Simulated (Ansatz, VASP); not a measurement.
## BaCINO: VASP beside Ansatz

```
Ba C I N O
1.0
     8.54524    0.00000    0.00000
     0.00000    4.74622    0.00000
     0.00000    0.00000   11.60133
Ba C I N O
4 4 4 4 4
Direct
  0.76919 0.75000 0.65083
  0.73081 0.25000 0.15083
  0.26919 0.75000 0.84917
  0.23081 0.25000 0.34917
  0.61850 0.25000 0.45133
  0.88150 0.75000 0.95133
  0.11850 0.25000 0.04867
  0.38150 0.75000 0.54867
  0.09320 0.25000 0.64307
  0.40680 0.75000 0.14307
  0.59320 0.25000 0.85693
  0.90680 0.75000 0.35693
  0.32855 0.75000 0.45352
  0.17145 0.25000 0.95352
  0.82855 0.75000 0.04648
  0.67145 0.25000 0.54648
  0.43758 0.75000 0.64536
  0.06242 0.25000 0.14536
  0.93758 0.75000 0.85464
  0.56242 0.25000 0.35464
```

Alike in both runs: functional PBE; k mesh 3 × 5 × 2; occupations fermi-dirac, width 0.02 eV; no spin polarisation.

Ansatz relaxed the structure, and its values are those at the end. VASP's run is a single point on that final structure, the one shown.

```csv
,VASP,Ansatz
version,VASP 6.6.1,Ansatz 0.2.0
potentials or method,"VASP PAW PBE potentials, release 64 (Ba_sv, C, I, N, O)","plane-wave PAW, scalar-relativistic"
plane-wave cutoff (eV),520,420
valence electrons in the cell,128,168
```

```tsv
	VASP	Ansatz	Ansatz less VASP
gap on the k mesh at the Fermi level (eV)	4.57	4.58	+0.012
pressure (GPa)	2.0	1.3	-0.65
rms of the force components (eV/Å)	0.112	0.002	-0.1098
```

VASP's potentials hold 128 valence electrons a cell and Ansatz's 168, so a difference there can come from the potentials and not from the codes. Ansatz's warnings: stress scf threshold loose.

Neither program's run includes spin-orbit coupling. Noted on VASP's run: the standard files for N, O and F lose accuracy on very short bonds.
